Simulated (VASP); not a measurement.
# MoRh (P-6m2) in VASP: a series of runs, part 2 of 2

VASP 6.6.1. The steps go on from the part before.

**5. Single point, LDA**

This run uses another cell than the first one, of 16.52 Å³/atom, 1.073 times its volume.

The input, INCAR:

```
SYSTEM = MoRh
  ALGO = Normal
  EDIFF = 1E-6
  ENCUT = 520
  ISIF = 2
  ISMEAR = -1
  LASPH = .TRUE.
  LCHARG = .TRUE.
  LELF = .TRUE.
  LREAL = .FALSE.
  LVHAR = .TRUE.
  LWAVE = .FALSE.
  NBANDS = 22
  NELM = 60
  PREC = Accurate
  SIGMA = 0.15
```

The input, KPOINTS:

```
k-points
0
G
  9 9 5
  0 0 0
```

The input, POSCAR:

```
MoRh
1.0
    2.8856699000      0.0000000000      0.0000000000
   -1.4428344339      2.4990634480      0.0000000000
    0.0000000000      0.0000000000      4.5806057191
Mo Rh
1 1
Direct
    0.0000000000      0.0000000000      0.5000000000
    0.3333333333      0.6666666667      0.0000000000
```

Potentials or basis: VASP PAW LDA potentials, release 64 (Mo_sv, Rh_pv).

Launch:

```sh
$ cat potpaw_LDA.64/Mo_sv/POTCAR potpaw_LDA.64/Rh_pv/POTCAR > POTCAR
$ mpirun -np 1 vasp_std > vasp.out
```

OUTCAR:

```text
SYSTEM = MoRh
   EDIFF = 1E-6
   ENCUT = 520
   ISIF = 2
   ISMEAR = -1
   LASPH = .TRUE.
   LREAL = .FALSE.
   NELM = 60
   PREC = Accurate

 ion  position               nearest neighbor table
   1  0.000  0.000  0.500-   2 2.83   2 2.83   2 2.83   2 2.83   2 2.83   2 2.83
   2  0.333  0.667  0.000-   1 2.83   1 2.83   1 2.83   1 2.83   1 2.83   1 2.83

  LATTYP: Found a hexagonal cell.
 ALAT       =     2.8856699000
 C/A-ratio  =     1.5873630311

  Lattice vectors:

 A1 = (   2.8856699000,   0.0000000000,   0.0000000000)
 A2 = (  -1.4428344339,   2.4990634480,   0.0000000000)
 A3 = (   0.0000000000,   0.0000000000,   4.5806057191)

Analysis of symmetry for initial positions (statically):
=====================================================================
 Subroutine PRICEL returns:
 Original cell was already a primitive cell.

 Routine SETGRP: Setting up the symmetry group for a
 hexagonal supercell.

 Subroutine GETGRP returns: Found 12 space group operations
 (whereof 12 operations were pure point group operations)
 out of a pool of 24 trial point group operations.

The static configuration has the point symmetry D_3h.

Analysis of symmetry for dynamics (positions and initial velocities):
=====================================================================
 Subroutine PRICEL returns:
 Original cell was already a primitive cell.

 Routine SETGRP: Setting up the symmetry group for a
 hexagonal supercell.

 Subroutine GETGRP returns: Found 12 space group operations
 (whereof 12 operations were pure point group operations)
 out of a pool of 24 trial point group operations.

The dynamic configuration has the point symmetry D_3h.

 Subroutine INISYM returns: Found 12 space group operations
 (whereof 12 operations are pure point group operations),
 and found     1 'primitive' translations

----------------------------------------------------------------------------------------

                                     Primitive cell

  volume of cell :      33.0329

  direct lattice vectors                    reciprocal lattice vectors
     2.885669900  0.000000000  0.000000000     0.346539984  0.200074881  0.000000000
    -1.442834434  2.499063448  0.000000000     0.000000000  0.400149904  0.000000000
     0.000000000  0.000000000  4.580605719     0.000000000  0.000000000  0.218311739

  length of vectors
     2.885669900  2.885669649  4.580605719     0.400149870  0.400149904  0.218311739

  position of ions in fractional coordinates (direct lattice)
     0.000000000  0.000000000  0.500000000
     0.333333333  0.666666667  0.000000000

  ion indices of the primitive-cell ions
   primitive index   ion index
                 1           1
                 2           2

----------------------------------------------------------------------------------------

 KPOINTS: k-points

Automatic generation of k-mesh.
 Grid dimensions read from file:
 generate k-points for:    9    9    5

 Generating k-lattice:

  Cartesian coordinates                     Fractional coordinates (reciprocal lattice)
     0.038504443  0.022230542  0.000000000     0.111111111  0.000000000  0.000000000
     0.000000000  0.044461100  0.000000000     0.000000000  0.111111111  0.000000000
     0.000000000  0.000000000  0.043662348     0.000000000  0.000000000  0.200000000

  Length of vectors
     0.044461097  0.044461100  0.043662348

  Shift w.r.t. Gamma in fractional coordinates (k-lattice)
     0.000000000  0.000000000  0.000000000

 Subroutine IBZKPT returns following result:
 ===========================================

 Found     36 irreducible k-points:

 Following reciprocal coordinates:
            Coordinates               Weight
  0.000000  0.000000  0.000000      1.000000
  0.111111  0.000000  0.000000      6.000000
  0.222222 -0.000000  0.000000      6.000000
  0.333333 -0.000000  0.000000      6.000000
  0.444444 -0.000000  0.000000      6.000000
  0.111111  0.111111  0.000000      6.000000
[... 16 lines left out ...]
  0.333333  0.222222  0.200000     24.000000
  0.333333  0.333333  0.200000      4.000000
 [... further k-points ...]
   k-points           NKPTS =     36   k-points in BZ     NKDIM =     36   number of bands    NBANDS=     22
   number of dos      NEDOS =    301   number of ions     NIONS =      2
   total plane-waves  NPLWV =  20736
   dimension x,y,z NGX =    24 NGY =   24 NGZ =   36
   dimension x,y,z NGXF=    48 NGYF=   48 NGZF=   72
   ions per type =               1   1
   NGX,Y,Z   is equivalent  to a cutoff of  13.83, 13.83, 13.07 a.u.
   NGXF,Y,Z  is equivalent  to a cutoff of  27.65, 27.65, 26.13 a.u.
 SYSTEM =  MoRh
   PREC   = accura    normal or accurate (medium, high low for compatibility)
   ISTART =      0    job   : 0-new  1-cont  2-samecut
   ICHARG =      2    charge: 1-file 2-atom 10-const
   ISPIN  =      1    spin polarized calculation?
   LNONCOLLINEAR =      F non collinear calculations
   LSORBIT =      F    spin-orbit coupling
   LASPH  =      T    aspherical Exc in radial PAW
   ENCUT  =  520.0 eV  38.22 Ry    6.18 a.u.   5.37  5.37  8.52*2*pi/ulx,y,z
   NELM   =     60;   NELMIN=  2; NELMDL= -5     # of ELM steps
   EDIFF  = 0.1E-05   stopping-criterion for ELM
   LREAL  =      F    real-space projection
   EDIFFG = 0.1E-04   stopping-criterion for IOM
   NSW    =      0    number of steps for IOM
   IBRION =     -1    ionic relax: 0-MD 1-quasi-New 2-CG
   NFREE  =      0    steps in history (QN), initial steepest desc. (CG)
   ISIF   =      2    stress and relaxation
   ISYM   =      2    0-nonsym 1-usesym 2-fastsym
   POTIM  = 0.5000    time-step for ionic-motion
   TEBEG  =    0.0;   TEEND  =   0.0 temperature during run
   PSTRESS=    0.0 pullay stress
   NELECT =      29.0000    total number of electrons
   NUPDOWN=      -1.0000    fix difference up-down
   EMIN   =  10.00;   EMAX   =-10.00  energy-range for DOS
   EFERMI =   0.00;   METHOD = LEGACY
   ISMEAR =    -1;   SIGMA  =   0.15  broadening in eV -4-tet -1-fermi 0-gaus
   EFERMI_NEDOS =   21; number of points for ismear=-14 and -15
   IALGO  =     38    algorithm
   IMIX   =      4    mixing-type and parameters
     AMIX     =   0.40;   BMIX     =  1.00
     AMIX_MAG =   1.60;   BMIX_MAG =  1.00
  volume/ion in A,a.u.               =      16.52       111.46
  Fermi-wavevector in a.u.,A,eV,Ry     =   1.567564  2.962266 33.433000  2.457256
  Thomas-Fermi vector in A             =   2.669725
   LORBIT       =      0    0 simple, 1 ext, 2 COOP (PROOUT), +10 PAW based schemes
   GGA     = CA    functional components
   LHFCALC =     F    Hartree Fock is set to
   AEXX    =    0.0000 exact exchange contribution
   IVDW    =     0    specifies the selected vdW correction
   LEPSILON=     F    determine dielectric tensor
   LRPA    =     F    only Hartree local field effects (RPA)
 non-spin polarized calculation
  energy-cutoff  :      520.00
  volume of cell :       33.03
 maximum number of plane-waves:       911
 NGX is ok and might be reduce to    24
   NGX = 11   NGY = 11   NGZ = 17

 number of electron      29.0000003 magnetization

 Free energy of the ion-electron system (eV)
  ---------------------------------------------------
  ext. energy  EPLUGINS =         0.00000000
  ---------------------------------------------------
  free energy    TOTEN  =       -20.55292824 eV

  energy without entropy =      -20.38680570  energy(sigma->0) =      -20.46986697

 E-fermi :  10.0821     XC(G=0): -13.2575

 val. band max:       10.0342639987   @ k =   0.3333   0.1111   0.4000
 cond. band min:      10.0913249232   @ k =   0.3333  -0.0000   0.4000
 fundamental gap:      0.0570609245
 Fermi energy:        10.0820845535

 k-point     1 :       0.0000    0.0000    0.0000
  band No.  band energies     occupation
      1     -50.6030      2.00000
      2     -36.1403      2.00000
      3     -35.8687      2.00000
      4     -35.8687      2.00000
      5     -24.8950      2.00000
      6     -24.3437      2.00000
[... 14 lines left out ...]
     21      23.9248      0.00000
     22      26.5145      0.00000

 k-point     2 :       0.1111    0.0000    0.0000
  band No.  band energies     occupation
      1     -50.5894      2.00000
      2     -36.1354      2.00000
      3     -35.9007      2.00000
      4     -35.8766      2.00000
      5     -24.8828      2.00000
      6     -24.4438      2.00000
[... 14 lines left out ...]
     21      24.5839      0.00000
     22      26.9291      0.00000
[... 523 lines left out ...]
     21      19.7989      0.00000
     22      21.8621      0.00000

 k-point    24 :       0.3333    0.3333    0.2000
  band No.  band energies     occupation
      1     -50.4701      2.00000
      2     -36.0940      2.00000
      3     -36.0602      2.00000
      4     -36.0581      2.00000
      5     -24.9220      2.00000
      6     -24.9168      2.00000
[... 14 lines left out ...]
     21      21.5272      0.00000
     22      21.9863      0.00000

 [... further k-points ...]
[... 5 lines left out ...]
  --------------------------------------------------------------------------------------
  -------------------------------------------------------------------------------------
  Total       -6.7929510     -6.7929510     -6.8187140     -0.0000014      0.0000000      0.0000000
  in kB     -329.4748136   -329.4748156   -330.7243829     -0.0000680      0.0000000      0.0000000
  external PRESSURE =    -329.8913374 kB  Pullay stress =       0.0000000 kB

 VOLUME and BASIS-vectors are now :
 -----------------------------------------------------------------------------
  energy-cutoff  :      520.00
  volume of cell :       33.03
      direct lattice vectors                 reciprocal lattice vectors
     2.885669900  0.000000000  0.000000000     0.346539984  0.200074881  0.000000000
    -1.442834434  2.499063448  0.000000000     0.000000000  0.400149904  0.000000000
     0.000000000  0.000000000  4.580605719     0.000000000  0.000000000  0.218311739

 POSITION                                       TOTAL-FORCE (eV/Angst)
 -----------------------------------------------------------------------------------
      0.00000      0.00000      2.29030         0.000000     -0.000000      0.000000
      0.00000      1.66604      0.00000        -0.000000      0.000000      0.000000
 -----------------------------------------------------------------------------------
    total drift:                                0.000002     -0.000000     -0.000000

  FREE ENERGIE OF THE ION-ELECTRON SYSTEM (eV)
  ---------------------------------------------------
  free  energy   TOTEN  =       -20.5529282402 eV

  energy  without entropy=      -20.3868057009  energy(sigma->0) =      -20.46986697
```

Run time: 34 s. Hardware: 1 thread of Intel Xeon 8259CL, shared host; peak memory 0.15 GiB.

Results:

* Free energy: -20.5529 eV
* Pressure: -33.0 GPa

Levels at points of the mesh, in eV from the Fermi level:
| k point | band 11 | band 12 | band 13 | band 14 | band 15 | band 16 | band 17 | band 18 | band 19 | band 20 |
| --- | --- | --- | --- | --- | --- | --- | --- | --- | --- | --- |
| (0.00, 0.00, 0.00) | -2.20 | -1.60 | -1.23 | -1.23 | -0.43 | -0.43 | 1.25 | 2.15 | 2.15 | 8.88 |

**6. Summary**

| cell | gap on the mesh (eV) | pressure (GPa) |
| --- | --- | --- |
| a = 2.819, b = 2.819, c = 4.474 Å, angles 90.0, 90.0, 120.0°, 2 atoms | none | -21.6 |
| a = 2.841, b = 2.841, c = 4.510 Å, angles 90.0, 90.0, 120.0°, 2 atoms | none | -26.0 |
| a = 2.864, b = 2.864, c = 4.546 Å, angles 90.0, 90.0, 120.0°, 2 atoms | none | -29.8 |
| a = 2.886, b = 2.886, c = 4.581 Å, angles 90.0, 90.0, 120.0°, 2 atoms | none | -33.0 |

Alike in all rows: task single point; level LDA; potentials or basis VASP PAW LDA potentials, release 64 (Mo_sv, Rh_pv); no spin polarisation; k mesh 9 × 9 × 5; cutoff (eV) 520; smearing fermi-dirac 0.15 eV.

Absolute energies hang on the potentials; compare differences alone.
